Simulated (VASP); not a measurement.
# MoS2 in VASP: notebook

Aim: see how the results for MoS2 move with the level of theory and the settings. Levels: PBE0, PBEsol-based global hybrid with 25 % exact exchange, B3LYP. Tasks: single point.

Everything below comes from runs of VASP 6.6.1. Logs are shortened: lines on timing, memory, paths and dates and some standing lists are left out, and cuts for length are marked.

### 1 The cell of the first run

The cell holds a slab with vacuum, 3 atoms: a = 3.184 Å, b = 3.184 Å, c = 17.335 Å, α = 90.00°, β = 90.00°, γ = 120.00°.

### 2 Single point, PBE0

The input, POSCAR:

```
MoS2
1.0
    3.1841260822      0.0000000000      0.0000000000
   -1.5920630411      2.7575340760      0.0000000000
    0.0000000000      0.0000000000     17.3345999500
Mo S
1 2
Direct
    0.0000000000      0.0000000000      0.0000000000
    0.3333333333      0.6666666667      0.9105070200
    0.3333333333      0.6666666667      0.0894929800
```

The input, INCAR.step1:

```
SYSTEM = MoS2
PREC = Accurate
ENCUT = 520
EDIFF = 1E-5
ISMEAR = -1
SIGMA = 0.05
LREAL = .False.
LASPH = .True.
NELM = 100
ALGO = Normal
ISIF = 2
LWAVE = .True.
LCHARG = .False.
NBANDS = 20
GGA = PE
```

The input, INCAR.step2:

```
SYSTEM = MoS2
PREC = Accurate
ENCUT = 520
EDIFF = 1E-7
ISMEAR = -1
SIGMA = 0.05
LREAL = .False.
LASPH = .True.
NELM = 100
ALGO = Normal
ISIF = 2
LWAVE = .False.
LCHARG = .False.
GGA = PE
LHFCALC = .True.
AEXX = 0.25
PRECFOCK = Normal
NBANDS = 20
ISTART = 1
```

The input, KPOINTS:

```
Automatic mesh
0
Gamma
  5 5 1
  0 0 0
```

Potentials or basis: VASP PAW PBE potentials, release 64 (Mo_sv, S).

Started as:

```sh
$ cat potpaw_PBE.64/Mo_sv/POTCAR potpaw_PBE.64/S/POTCAR > POTCAR
$ cp INCAR.step1 INCAR
$ mpirun -np 1 vasp_std > vasp.out
$ cp INCAR.step2 INCAR
$ mpirun -np 1 vasp_std > vasp.out
```

OUTCAR:

```text
SYSTEM = MoS2
   PREC = Accurate
   ENCUT = 520
   EDIFF = 1E-7
   ISMEAR = -1
   LREAL = .False.
   LASPH = .True.
   NELM = 100
   ISIF = 2
   GGA = PE
   LHFCALC = .True.
   AEXX = 0.25
   PRECFOCK = Normal
   ISTART = 1

 ion  position               nearest neighbor table
   1  0.000  0.000  0.000-   2 2.41   3 2.41   2 2.41   3 2.41   2 2.41   3 2.41
   2  0.333  0.667  0.911-   1 2.41   1 2.41   1 2.41
   3  0.333  0.667  0.089-   1 2.41   1 2.41   1 2.41

  LATTYP: Found a hexagonal cell.
 ALAT       =     3.1841260822
 C/A-ratio  =     5.4440683260

  Lattice vectors:

 A1 = (   3.1841260822,   0.0000000000,   0.0000000000)
 A2 = (  -1.5920630411,   2.7575340760,   0.0000000000)
 A3 = (   0.0000000000,   0.0000000000,  17.3345999500)

Analysis of symmetry for initial positions (statically):
=====================================================================
 Subroutine PRICEL returns:
 Original cell was already a primitive cell.

 Routine SETGRP: Setting up the symmetry group for a
 hexagonal supercell.

 Subroutine GETGRP returns: Found 12 space group operations
 (whereof 12 operations were pure point group operations)
 out of a pool of 24 trial point group operations.

The static configuration has the point symmetry D_3h.

Analysis of symmetry for dynamics (positions and initial velocities):
=====================================================================
 Subroutine PRICEL returns:
 Original cell was already a primitive cell.

 Routine SETGRP: Setting up the symmetry group for a
 hexagonal supercell.

 Subroutine GETGRP returns: Found 12 space group operations
 (whereof 12 operations were pure point group operations)
 out of a pool of 24 trial point group operations.

The dynamic configuration has the point symmetry D_3h.

 Subroutine INISYM returns: Found 12 space group operations
 (whereof 12 operations are pure point group operations),
 and found     1 'primitive' translations

----------------------------------------------------------------------------------------

                                     Primitive cell
[... 72 lines left out ...]
   NELM   =    100;   NELMIN=  2; NELMDL=  0     # of ELM steps
   EDIFF  = 0.1E-06   stopping-criterion for ELM
   LREAL  =      F    real-space projection
   EDIFFG = 0.1E-05   stopping-criterion for IOM
   NSW    =      0    number of steps for IOM
   IBRION =     -1    ionic relax: 0-MD 1-quasi-New 2-CG
   NFREE  =      0    steps in history (QN), initial steepest desc. (CG)
   ISIF   =      2    stress and relaxation
   ISYM   =      3    0-nonsym 1-usesym 2-fastsym
   POTIM  = 0.5000    time-step for ionic-motion
   TEBEG  =    0.0;   TEEND  =   0.0 temperature during run
   PSTRESS=    0.0 pullay stress
   NELECT =      26.0000    total number of electrons
   NUPDOWN=      -1.0000    fix difference up-down
   EMIN   =  10.00;   EMAX   =-10.00  energy-range for DOS
   EFERMI =   0.00;   METHOD = LEGACY
   ISMEAR =    -1;   SIGMA  =   0.05  broadening in eV -4-tet -1-fermi 0-gaus
   EFERMI_NEDOS =   21; number of points for ismear=-14 and -15
   IALGO  =     38    algorithm
   IMIX   =      1    mixing-type and parameters
     AMIX     =   0.40;   BMIX     =  1.00
     AMIX_MAG =   1.60;   BMIX_MAG =  1.00
  volume/ion in A,a.u.               =      50.73       342.37
  Fermi-wavevector in a.u.,A,eV,Ry     =   0.908359  1.716550 11.226391  0.825116
  Thomas-Fermi vector in A             =   2.032276
   LORBIT       =      0    0 simple, 1 ext, 2 COOP (PROOUT), +10 PAW based schemes
   GGA     = PE    functional components
   LHFCALC =     T    Hartree Fock is set to
   PRECFOCK=normal    Normal, Fast or Accurate (Low or Medium for compatibility)
   ENCUT4O =  -1.0   cutoff for four orbital integrals eV
   NKREDX  =     1    reduce k-point grid by
   NKREDY  =     1    reduce k-point grid by
   NKREDZ  =     1    reduce k-point grid by
   AEXX    =    0.2500 exact exchange contribution
   HFSCREEN=    0.0000 screening length (either q_TF or 0.3 A-1)
   HFSCREENC=   0.0000 screening length for correlation (either q_TF or 0.3 A-1)
   ENCUTFOCK=  -1.0 apply spherical cutoff to Coloumb kernel
   IVDW    =     0    specifies the selected vdW correction
   LEPSILON=     F    determine dielectric tensor
   LRPA    =     F    only Hartree local field effects (RPA)
 non-spin polarized calculation
  energy-cutoff  :      520.00
  volume of cell :      152.20
 maximum number of plane-waves:      4124
 NGX is ok and might be reduce to    24
  NGX = 18; NGY = 18; NGZ = 98

 number of electron      25.9999999 magnetization

 Free energy of the ion-electron system (eV)
  ---------------------------------------------------
  ext. energy  EPLUGINS =         0.00000000
  ---------------------------------------------------
  free energy    TOTEN  =       -28.44424067 eV

  energy without entropy =      -28.44424067  energy(sigma->0) =      -28.44424067

 E-fermi :  -1.1556     XC(G=0):  -3.3958

 val. band max:       -2.2325597551   @ k =   0.0000   0.0000   0.0000
 cond. band min:       1.0489602762   @ k =   0.4000   0.2000   0.0000
 fundamental gap:      3.2815200313
 Fermi energy:        -1.1556067533

 k-point     1 :       0.0000    0.0000    0.0000
  band No.  band energies     occupation
      1     -67.1976      2.00000
      2     -39.9084      2.00000
      3     -39.6724      2.00000
      4     -39.6724      2.00000
      5     -18.0042      2.00000
      6     -16.5153      2.00000
[... 104 lines left out ...]
     19       8.3080      0.00000
     20       8.6737      0.00000

------------------------ aborting loop because EDIFF is reached ----------------------------------------

  FORCE on cell =-STRESS in cart. coord.  units (eV):
  Direction    XX          YY          ZZ          XY          YZ          ZX
  --------------------------------------------------------------------------------------
  -------------------------------------------------------------------------------------
  Total       -1.4699869     -1.4699869     -1.0435828     -0.0000000      0.0000000     -0.0000000
  in kB      -15.4738750    -15.4738750    -10.9853157     -0.0000000      0.0000000     -0.0000000
  external PRESSURE =     -13.9776886 kB  Pullay stress =       0.0000000 kB

 VOLUME and BASIS-vectors are now :
 -----------------------------------------------------------------------------
  energy-cutoff  :      520.00
  volume of cell :      152.20
      direct lattice vectors                 reciprocal lattice vectors
     3.184126082  0.000000000  0.000000000     0.314057915  0.181321422  0.000000000
    -1.592063041  2.757534076  0.000000000     0.000000000  0.362642844  0.000000000
     0.000000000  0.000000000 17.334599950     0.000000000  0.000000000  0.057688092

 POSITION                                       TOTAL-FORCE (eV/Angst)
 -----------------------------------------------------------------------------------
      0.00000      0.00000      0.00000         0.000000      0.000000      0.000000
     -0.00000      1.83836     15.78327        -0.000000     -0.000000      0.310531
     -0.00000      1.83836      1.55133         0.000000     -0.000000     -0.310531
 -----------------------------------------------------------------------------------
    total drift:                                0.000000     -0.000000      0.000000

  FREE ENERGIE OF THE ION-ELECTRON SYSTEM (eV)
  ---------------------------------------------------
  free  energy   TOTEN  =       -28.4442406656 eV

  energy  without entropy=      -28.4442406655  energy(sigma->0) =      -28.44424067
```

Run time: 23 min. Hardware: 1 thread of Intel Xeon 8259CL, shared host; peak memory 0.28 GiB.

What came out:

```
Free energy            : -28.4442 eV
Largest force          : 0.311 eV/Å
Band gap on the k mesh : 3.28 eV (least direct gap 3.59 eV)
```

Forces in eV/Å, atoms in the order of the input:
```
Mo   0.000  0.000  0.000
S    0.000  0.000  0.311
S    0.000  0.000 -0.311
```

Caveat: the k points lie up to 0.46 Å⁻¹ apart; there is no dipole correction, which matters where the two faces differ; the PAW data sets were made with another functional, which shifts forces and pressure a little.

### 3 Single point, PBEsol-based global hybrid with 25 % exact exchange

POSCAR is that of step 2.

The input, INCAR.step1:

```
SYSTEM = MoS2
  ALGO = Normal
  EDIFF = 1E-5
  ENCUT = 520
  GGA = PE
  ISIF = 2
  ISMEAR = -1
  LASPH = .TRUE.
  LCHARG = .FALSE.
  LREAL = .FALSE.
  LWAVE = .TRUE.
  NBANDS = 20
  NELM = 80
  PREC = Accurate
  SIGMA = 0.05
```

The input, INCAR.step2:

```
SYSTEM = MoS2
  AEXX = 0.25
  ALGO = Normal
  EDIFF = 1E-6
  ENCUT = 520
  GGA = PS
  ISIF = 2
  ISMEAR = -1
  ISTART = 1
  LASPH = .TRUE.
  LCHARG = .FALSE.
  LHFCALC = .TRUE.
  LREAL = .FALSE.
  LWAVE = .FALSE.
  NBANDS = 20
  NELM = 80
  PREC = Accurate
  PRECFOCK = Normal
  SIGMA = 0.05
```

The input, KPOINTS:

```
k-points
0
G
  5 5 1
  0 0 0
```

Potentials or basis: VASP PAW PBE potentials, release 64 (Mo_sv, S).

Started as:

```sh
$ cat potpaw_PBE.64/Mo_sv/POTCAR potpaw_PBE.64/S/POTCAR > POTCAR
$ cp INCAR.step1 INCAR
$ mpirun -np 1 vasp_std > vasp.out
$ cp INCAR.step2 INCAR
$ mpirun -np 1 vasp_std > vasp.out
```

Run time: 16 min. Hardware: 1 thread of Intel Xeon 8259CL, shared host; peak memory 0.28 GiB.

Results (log left out):

```
Free energy            : -29.5218 eV
Largest force          : 0.549 eV/Å
Band gap on the k mesh : 3.28 eV (least direct gap 3.60 eV)
```

Forces on the atoms (eV/Å):
```
Mo   0.000  0.000  0.000
S    0.000  0.000  0.549
S    0.000  0.000 -0.549
```

Levels at points of the mesh, in eV from the valence-band top:
```csv
k point,band 10,band 11,band 12,band 13,band 14,band 15,band 16,band 17
"(0.00, 0.00, 0.00)",-2.08,-1.74,-1.74,0.00,4.24,4.24,4.53,4.53
```

Caveat: the k points lie up to 0.46 Å⁻¹ apart; there is no dipole correction, which matters where the two faces differ; the PAW data sets were made with another functional, which shifts forces and pressure a little.

### 4 Single point, B3LYP

POSCAR is that of step 3.

The input, INCAR.step1:

```
SYSTEM = MoS2
ALGO = Normal
EDIFF = 1E-5
ENCUT = 520
GGA = PE
ISIF = 2
ISMEAR = -1
LASPH = .True.
LCHARG = .False.
LREAL = .False.
LWAVE = .True.
NBANDS = 20
NELM = 100
PREC = Accurate
SIGMA = 0.05
```

The input, INCAR.step2:

```
SYSTEM = MoS2
AEXX = 0.2
AGGAC = 0.81
AGGAX = 0.72
ALDAC = 0.19
ALGO = Normal
EDIFF = 1E-6
ENCUT = 520
GGA = B3
ISIF = 2
ISMEAR = -1
ISTART = 1
LASPH = .True.
LCHARG = .False.
LHFCALC = .True.
LREAL = .False.
LWAVE = .False.
NBANDS = 20
NELM = 100
PREC = Accurate
PRECFOCK = Normal
SIGMA = 0.05
```

The input, KPOINTS:

```
k-points
0
Gamma
  5 5 1
  0 0 0
```

Started as:

```sh
$ cat potpaw_PBE.64/Mo_sv/POTCAR potpaw_PBE.64/S/POTCAR > POTCAR
$ cp INCAR.step1 INCAR
$ mpirun -np 1 vasp_std > vasp.out
$ cp INCAR.step2 INCAR
$ mpirun -np 1 vasp_std > vasp.out
```

Wall time 21 min (1 thread of Intel Xeon 8259CL, shared host); peak memory 0.28 GiB.

The run converged. Its results:

```
Free energy            : -24.9394 eV
Largest force          : 0.209 eV/Å
Band gap on the k mesh : 2.99 eV (least direct gap 3.29 eV)
```

Forces on the atoms (eV/Å):
```
Mo   0.000  0.000  0.000
S    0.000  0.000 -0.209
S    0.000  0.000  0.209
```

Levels at points of the mesh, in eV from the valence-band top:
```
           k point  band 9  band 10  band 11  band 12  band 13  band 14  band 15  band 16  band 17  band 18
(0.00, 0.00, 0.00)   -3.02    -2.02    -1.72    -1.72     0.00     3.95     3.95     4.19     4.19     6.32
```

Caveat: the k points lie up to 0.46 Å⁻¹ apart; there is no dipole correction, which matters where the two faces differ; the PAW data sets were made with another functional, which shifts forces and pressure a little.

### 5 The runs side by side

```csv
level,share of exact exchange,gap on the mesh (eV),largest force (eV/Å)
PBE0,0.25,3.28,0.31
PBEsol-based global hybrid with 25 % exact exchange,0.25,3.28,0.55
B3LYP,0.2,2.99,0.21
```

Alike in all rows: task single point; potentials or basis VASP PAW PBE potentials, release 64 (Mo_sv, S); no spin polarisation; cell as given; k mesh 5 × 5 × 1; cutoff (eV) 520; smearing fermi-dirac 0.05 eV.

Caveats: all runs use coarse meshes; there is no dipole correction, which matters where the two faces differ; the PAW data sets were made with another functional, which shifts forces and pressure a little.

Total energies depend on the potentials used, so only differences within one code and one set of settings carry meaning.
